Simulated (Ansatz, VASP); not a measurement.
Two plane-wave programs on TiGaC6N6

```
Ti Ga C N
1.0
     0.00000    5.38853    5.38853
     5.38853    0.00000    5.38853
     5.38853    5.38853    0.00000
Ti Ga C N
1 1 6 6
Direct
  0.50000 0.50000 0.50000
  0.00000 0.00000 0.00000
  0.80190 0.19810 0.19810
  0.19810 0.80190 0.19810
  0.19810 0.19810 0.80190
  0.19810 0.80190 0.80190
  0.80190 0.19810 0.80190
  0.80190 0.80190 0.19810
  0.69353 0.30647 0.30647
  0.30647 0.69353 0.30647
  0.30647 0.30647 0.69353
  0.30647 0.69353 0.69353
  0.69353 0.30647 0.69353
  0.69353 0.69353 0.30647
```

Alike in both runs: functional PBE; k mesh 4 × 4 × 4; occupations gaussian, width 0.1 eV; collinear spin.

Ansatz relaxed the structure, and its values are those at the end. VASP's run is a single point on that final structure, the one shown.

|  | VASP | Ansatz |
| --- | --- | --- |
| version | VASP 6.6.1 | Ansatz 0.2.0 |
| potentials or method | VASP PAW PBE potentials, release 64 (Ti_sv, Ga_d, C, N), cutoff 520 eV | scalar-relativistic, plane waves, PAW |
| valence electrons in the cell | 79 | 79 |

```csv
,VASP,Ansatz,Ansatz less VASP
gap on the k mesh at the Fermi level (eV),none,none,-
pressure (GPa),0.5,0.1,-0.41
rms of the force components (eV/Å),0.197,0.013,-0.1841
net moment per atom (μB),0.07,0.07,0.000
size of the moment on the site where the two differ most (μB),0.71,0.57,-0.138
```

Site moments also hang on the region over which each program counts them. A gap of «none» marks a metal or a gap that the smearing closes. One of these differences is far larger than is usual between the two programs; its cause wasn't traced. With one functional, cell and mesh, what is left measures potentials, basis and numerics.

Noted on VASP's run: the standard files for N, O and F lose accuracy on very short bonds.
